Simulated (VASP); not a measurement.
Write the native input for VASP 6.6.1 that does the following.

| Item | Value |
| --- | --- |
| Task | single point |
| Functional | PBEsol |
| Potentials or basis | VASP PAW PBE potentials, release 64 (Cu) |
| Cutoff | 520 eV |
| k mesh | 14 × 14 × 14 |
| Occupations | methfessel-paxton, width 0.1 eV |
| Spin | no spin polarisation |
| Dipole correction | no |
| Further INCAR settings | ALGO = Normal; EDIFF = 1e-07; NBANDS = 12 |

The structure of Cu lies in POSCAR:

```
Cu
1.0
   -1.4680000337      1.4680000337      1.4001226558
    1.4680000337     -1.4680000337      1.4001226558
    1.4680000337      1.4680000337     -1.4001226558
Cu
1
Direct
    0.0000000000      0.0000000000      0.0000000000
```

These files were run (other wordings do the same):

INCAR

```
SYSTEM = Cu
  PREC = Accurate
  ENCUT = 520
  EDIFF = 1E-7
  ISMEAR = 1
  SIGMA = 0.1
  LREAL = .FALSE.
  LASPH = .TRUE.
  NELM = 80
  ALGO = Normal
  ISIF = 2
  LWAVE = .FALSE.
  LCHARG = .FALSE.
  GGA = PS
  NBANDS = 12
```

KPOINTS

```
Automatic mesh
0
G
  14 14 14
  0 0 0
```

Potentials or basis: VASP PAW PBE potentials, release 64 (Cu).

Launch:

```bash
$ cat potpaw_PBE.64/Cu/POTCAR > POTCAR
$ mpirun -np 1 vasp_std > vasp.out
```

It gave:

* Pressure: -8.0 GPa

Caveat: the PAW data sets were made with another functional, which shifts forces and pressure a little.

Run time: 51 s on 1 thread of AMD EPYC 7R43 64-Core Processor (Zen 3), with other jobs on the host, peak memory 0.11 GiB.
